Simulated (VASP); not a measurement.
# AlN (P1) in VASP: single point with PBEsol

Aim: the single point of AlN with PBEsol.

All numbers are computed with VASP 6.6.1; they aren't measurements. Logs are shortened: lines on timing, memory, paths and dates and some standing lists are left out, and cuts for length are marked.

### 1 The cell of the first run

The typed cell holds 4 atoms: a = 3.111 Å, b = 3.111 Å, c = 4.978 Å, α = 90.00°, β = 90.00°, γ = 120.00°.

### 2 Single point, PBEsol (atom 3 (N) moved by (-0.600, -0.600) A along x and y)

Contents of INCAR:

```
SYSTEM = AlN
ALGO     = Normal         ! electronic algorithm
EDIFF    = 1E-6           ! SCF threshold, eV
ENCUT    = 600            ! plane-wave cutoff, eV
GGA      = PS             ! functional
GGA_COMPAT= .False.      
ISIF     = 2              ! what is computed and relaxed
ISMEAR   = 0              ! smearing method
LASPH    = .True.         ! aspherical terms in the spheres
LCHARG   = .True.         ! write CHGCAR
LELF     = .True.         ! ELF
LREAL    = .False.        ! projectors in reciprocal space
LVHAR    = .True.       
LWAVE    = .False.        ! write WAVECAR
NBANDS   = 16             ! bands
NELM     = 120            ! most SCF steps
PREC     = Accurate       ! precision mode
SIGMA    = 0.05           ! smearing width, eV
```

Contents of KPOINTS:

```
k-points
0
Gamma
  12 12 6
  0 0 0
```

Contents of POSCAR:

```
AlN
1.0
    3.1110021516      0.0000000000      0.0000000000
   -1.5555010758      2.6942068945      0.0000000000
    0.0000000000      0.0000000000      4.9780000000
Al N
2 2
Direct
    0.3333333333      0.6666666667      0.0000000000
    0.6666666667      0.3333333333      0.5000000000
    0.0291194127      0.4439666204      0.3850000000
    0.6666666667      0.3333333333      0.8850000000
```

Potentials or basis: VASP PAW PBE potentials, release 64 (Al, N).

The run is started by

```
$ cat potpaw_PBE.64/Al/POTCAR potpaw_PBE.64/N/POTCAR > POTCAR
$ mpirun -np 1 vasp_std > vasp.out
```

OUTCAR:

```text
SYSTEM = AlN
   EDIFF = 1E-6
   ENCUT = 600
   GGA = PS
   ISIF = 2
   ISMEAR = 0
   LASPH = .True.
   LREAL = .False.
   NELM = 120
   PREC = Accurate

 ion  position               nearest neighbor table
   1  0.333  0.667  0.000-   4 1.89   4 1.89   4 1.89   3 2.10   2 3.07   2 3.07   2 3.07   2 3.07
                             2 3.07   2 3.07
   2  0.667  0.333  0.500-   3 1.15   4 1.92   3 2.25   3 2.54   1 3.07   1 3.07   1 3.07   1 3.07
                             1 3.07   1 3.07
   3  0.029  0.444  0.385-   2 1.15   1 2.10   2 2.25   2 2.54
   4  0.667  0.333  0.885-   1 1.89   1 1.89   1 1.89   2 1.92

 -----------------------------------------------------------------------------
|                                                                             |
|           W    W    AA    RRRRR   N    N  II  N    N   GGGG   !!!           |
|           W    W   A  A   R    R  NN   N  II  NN   N  G    G  !!!           |
|           W    W  A    A  R    R  N N  N  II  N N  N  G       !!!           |
|           W WW W  AAAAAA  RRRRR   N  N N  II  N  N N  G  GGG   !            |
|           WW  WW  A    A  R   R   N   NN  II  N   NN  G    G                |
|           W    W  A    A  R    R  N    N  II  N    N   GGGG   !!!           |
|                                                                             |
|     The distance between some ions is very small. Please check the          |
|     nearest-neighbor list in the OUTCAR file.                               |
|     I HOPE YOU KNOW WHAT YOU ARE DOING!                                     |
|                                                                             |
 -----------------------------------------------------------------------------

  LATTYP: Found a hexagonal cell.
 ALAT       =     3.1110021516
 C/A-ratio  =     1.6001274694

  Lattice vectors:

 A1 = (   3.1110021516,   0.0000000000,   0.0000000000)
 A2 = (  -1.5555010758,   2.6942068945,   0.0000000000)
 A3 = (   0.0000000000,   0.0000000000,   4.9780000000)

Analysis of symmetry for initial positions (statically):
=====================================================================
 Subroutine PRICEL returns:
 Original cell was already a primitive cell.

 Routine SETGRP: Setting up the symmetry group for a
 hexagonal supercell.

 Subroutine GETGRP returns: Found  1 space group operations
 (whereof  1 operations were pure point group operations)
 out of a pool of 24 trial point group operations.

The static configuration has the point symmetry C_1 .

Analysis of symmetry for dynamics (positions and initial velocities):
=====================================================================
 Subroutine PRICEL returns:
 Original cell was already a primitive cell.

 Routine SETGRP: Setting up the symmetry group for a
 hexagonal supercell.

 Subroutine GETGRP returns: Found  1 space group operations
 (whereof  1 operations were pure point group operations)
 out of a pool of 24 trial point group operations.

The dynamic configuration has the point symmetry C_1 .

 Subroutine INISYM returns: Found  1 space group operations
 (whereof  1 operations are pure point group operations),
 and found     1 'primitive' translations

----------------------------------------------------------------------------------------

                                     Primitive cell

  volume of cell :      41.7240

  direct lattice vectors                    reciprocal lattice vectors
     3.111002152  0.000000000  0.000000000     0.321439829  0.185583372  0.000000000
    -1.555501076  2.694206895  0.000000000     0.000000000  0.371166744  0.000000000
     0.000000000  0.000000000  4.978000000     0.000000000  0.000000000  0.200883889

  length of vectors
     3.111002152  3.111002152  4.978000000     0.371166744  0.371166744  0.200883889

  position of ions in fractional coordinates (direct lattice)
     0.333333333  0.666666667  0.000000000
     0.666666667  0.333333333  0.500000000
     0.029119413  0.443966620  0.385000000
     0.666666667  0.333333333  0.885000000

  ion indices of the primitive-cell ions
   primitive index   ion index
                 1           1
                 2           2
                 3           3
                 4           4

----------------------------------------------------------------------------------------

 KPOINTS: k-points

Automatic generation of k-mesh.
 Grid dimensions read from file:
 generate k-points for:   12   12    6

 Generating k-lattice:

  Cartesian coordinates                     Fractional coordinates (reciprocal lattice)
     0.026786652  0.015465281  0.000000000     0.083333333  0.000000000  0.000000000
     0.000000000  0.030930562  0.000000000     0.000000000  0.083333333  0.000000000
     0.000000000  0.000000000  0.033480648     0.000000000  0.000000000  0.166666667

  Length of vectors
     0.030930562  0.030930562  0.033480648

  Shift w.r.t. Gamma in fractional coordinates (k-lattice)
     0.000000000  0.000000000  0.000000000

 Subroutine IBZKPT returns following result:
 ===========================================

 Found    436 irreducible k-points:

 Following reciprocal coordinates:
            Coordinates               Weight
  0.000000  0.000000  0.000000      1.000000
  0.083333  0.000000  0.000000      2.000000
  0.000000  0.083333  0.000000      2.000000
 -0.083333  0.083333  0.000000      2.000000
  0.166667 -0.000000  0.000000      2.000000
  0.000000  0.166667  0.000000      2.000000
[... 16 lines left out ...]
  0.166667  0.083333  0.000000      2.000000
 -0.083333  0.250000  0.000000      2.000000
 [... further k-points ...]
   k-points           NKPTS =    436   k-points in BZ     NKDIM =    436   number of bands    NBANDS=     16
   number of dos      NEDOS =    301   number of ions     NIONS =      4
   total plane-waves  NPLWV =  31360
   dimension x,y,z NGX =    28 NGY =   28 NGZ =   40
   dimension x,y,z NGXF=    56 NGYF=   56 NGZF=   80
   ions per type =               2   2
   NGX,Y,Z   is equivalent  to a cutoff of  14.96, 14.96, 13.36 a.u.
   NGXF,Y,Z  is equivalent  to a cutoff of  29.93, 29.93, 26.72 a.u.
 SYSTEM =  AlN
   PREC   = accura    normal or accurate (medium, high low for compatibility)
   ISTART =      0    job   : 0-new  1-cont  2-samecut
   ICHARG =      2    charge: 1-file 2-atom 10-const
   ISPIN  =      1    spin polarized calculation?
   LNONCOLLINEAR =      F non collinear calculations
   LSORBIT =      F    spin-orbit coupling
   LASPH  =      T    aspherical Exc in radial PAW
   ENCUT  =  600.0 eV  44.10 Ry    6.64 a.u.   6.21  6.21  9.94*2*pi/ulx,y,z
   NELM   =    120;   NELMIN=  2; NELMDL= -5     # of ELM steps
   EDIFF  = 0.1E-05   stopping-criterion for ELM
   LREAL  =      F    real-space projection
   EDIFFG = 0.1E-04   stopping-criterion for IOM
   NSW    =      0    number of steps for IOM
   IBRION =     -1    ionic relax: 0-MD 1-quasi-New 2-CG
   NFREE  =      0    steps in history (QN), initial steepest desc. (CG)
   ISIF   =      2    stress and relaxation
   ISYM   =      2    0-nonsym 1-usesym 2-fastsym
   POTIM  = 0.5000    time-step for ionic-motion
   TEBEG  =    0.0;   TEEND  =   0.0 temperature during run
   PSTRESS=    0.0 pullay stress
   NELECT =      16.0000    total number of electrons
   NUPDOWN=      -1.0000    fix difference up-down
   EMIN   =  10.00;   EMAX   =-10.00  energy-range for DOS
   EFERMI =   0.00;   METHOD = LEGACY
   ISMEAR =     0;   SIGMA  =   0.05  broadening in eV -4-tet -1-fermi 0-gaus
   EFERMI_NEDOS =   21; number of points for ismear=-14 and -15
   IALGO  =     38    algorithm
   IMIX   =      4    mixing-type and parameters
     AMIX     =   0.40;   BMIX     =  1.00
     AMIX_MAG =   1.60;   BMIX_MAG =  1.00
  volume/ion in A,a.u.               =      10.43        70.39
  Fermi-wavevector in a.u.,A,eV,Ry     =   1.189377  2.247596 19.247033  1.414617
  Thomas-Fermi vector in A             =   2.325485
   LORBIT       =      0    0 simple, 1 ext, 2 COOP (PROOUT), +10 PAW based schemes
   GGA     = PS    functional components
   LHFCALC =     F    Hartree Fock is set to
   AEXX    =    0.0000 exact exchange contribution
   IVDW    =     0    specifies the selected vdW correction
   LEPSILON=     F    determine dielectric tensor
   LRPA    =     F    only Hartree local field effects (RPA)
 non-spin polarized calculation
 Gauss-broadening in eV      SIGMA  =   0.05
  energy-cutoff  :      600.00
  volume of cell :       41.72
 maximum number of plane-waves:      1412
 NGX is ok and might be reduce to    28
   NGX = 13   NGY = 13   NGZ = 19

 number of electron      16.0000001 magnetization

 Free energy of the ion-electron system (eV)
  ---------------------------------------------------
  ext. energy  EPLUGINS =         0.00000000
  ---------------------------------------------------
  free energy    TOTEN  =       -15.27927739 eV

  energy without entropy =      -15.27927739  energy(sigma->0) =      -15.27927739

 E-fermi :   6.4206     XC(G=0): -11.0132

 val. band max:        6.1834542878   @ k =   0.0000   0.1667   0.0000
 cond. band min:       9.3673876874   @ k =   0.0000   0.0000   0.0000
 fundamental gap:      3.1839333996
 Fermi energy:         6.4205930465

 k-point     1 :       0.0000    0.0000    0.0000
  band No.  band energies     occupation
      1      -9.0120      2.00000
      2      -6.5524      2.00000
      3      -0.0369      2.00000
      4       5.0911      2.00000
      5       5.1507      2.00000
      6       5.6002      2.00000
[... 8 lines left out ...]
     15      19.1061      0.00000
     16      19.9747      0.00000

 k-point     2 :       0.0833    0.0000    0.0000
  band No.  band energies     occupation
      1      -8.9238      2.00000
      2      -6.4999      2.00000
      3       0.0679      2.00000
      4       4.5940      2.00000
      5       4.9838      2.00000
      6       5.5108      2.00000
[... 8 lines left out ...]
     15      19.0469      0.00000
     16      19.7292      0.00000
[... 387 lines left out ...]
      5       4.0311      2.00000
      6       4.6666      2.00000
[... 8 lines left out ...]
     15      19.1303      0.00000
     16      19.8922      0.00000

 k-point    24 :      -0.0833    0.2500    0.0000
  band No.  band energies     occupation
      1      -8.4590      2.00000
      2      -6.1878      2.00000
      3       0.6077      2.00000
      4       2.5794      2.00000
      5       3.9121      2.00000
      6       4.9090      2.00000
[... 8 lines left out ...]
     15      19.5741      0.00000
     16      19.9737      0.00000

 [... further k-points ...]
[... 5 lines left out ...]
  --------------------------------------------------------------------------------------
  -------------------------------------------------------------------------------------
  Total       53.4412215      3.3412783     19.8293424     16.8761832     -9.4629880    -33.6680249
  in kB     2052.1108255    128.3030816    761.4348468    648.0353051   -363.3730601  -1292.8319457
  external PRESSURE =     980.6162513 kB  Pullay stress =       0.0000000 kB

 VOLUME and BASIS-vectors are now :
 -----------------------------------------------------------------------------
  energy-cutoff  :      600.00
  volume of cell :       41.72
      direct lattice vectors                 reciprocal lattice vectors
     3.111002152  0.000000000  0.000000000     0.321439829  0.185583372  0.000000000
    -1.555501076  2.694206895  0.000000000     0.000000000  0.371166744  0.000000000
     0.000000000  0.000000000  4.978000000     0.000000000  0.000000000  0.200883889

 POSITION                                       TOTAL-FORCE (eV/Angst)
 -----------------------------------------------------------------------------------
     -0.00000      1.79614      0.00000        -0.606265     -0.847005      1.249588
      1.55550      0.89807      2.48900       -60.185686    -18.747711     35.233210
     -0.60000      1.19614      1.91653        61.726253     19.963832    -35.783892
      1.55550      0.89807      4.40553        -0.934302     -0.369117     -0.698906
 -----------------------------------------------------------------------------------
    total drift:                                0.001536      0.000581     -0.000620

  FREE ENERGIE OF THE ION-ELECTRON SYSTEM (eV)
  ---------------------------------------------------
  free  energy   TOTEN  =       -15.2792773856 eV

  energy  without entropy=      -15.2792773856  energy(sigma->0) =      -15.27927739
```

Wall time 9.1 min (1 thread of Oxide Virtual Turin-like, shared host); peak memory 0.38 GiB.

Results:

```
Free energy            : -15.2793 eV
Pressure               : 98.1 GPa
Largest force          : 74.089 eV/Å
Band gap on the k mesh : 3.18 eV (least direct gap 3.26 eV)
```

Forces in eV/Å, atoms in the order of the input:
```
Al   -0.606  -0.847   1.250
Al  -60.186 -18.748  35.233
N    61.726  19.964 -35.784
N    -0.934  -0.369  -0.699
```

Caveat: the cell differs from its parent crystal (atom 3 (N) moved by (-0.600, -0.600) A along x and y); atoms lie so close that the PAW spheres overlap strongly, which falsifies energies and pressures; the stress differs along the axes, from 13 to 205 GPa; the PAW data sets were made with another functional, which shifts forces and pressure a little.
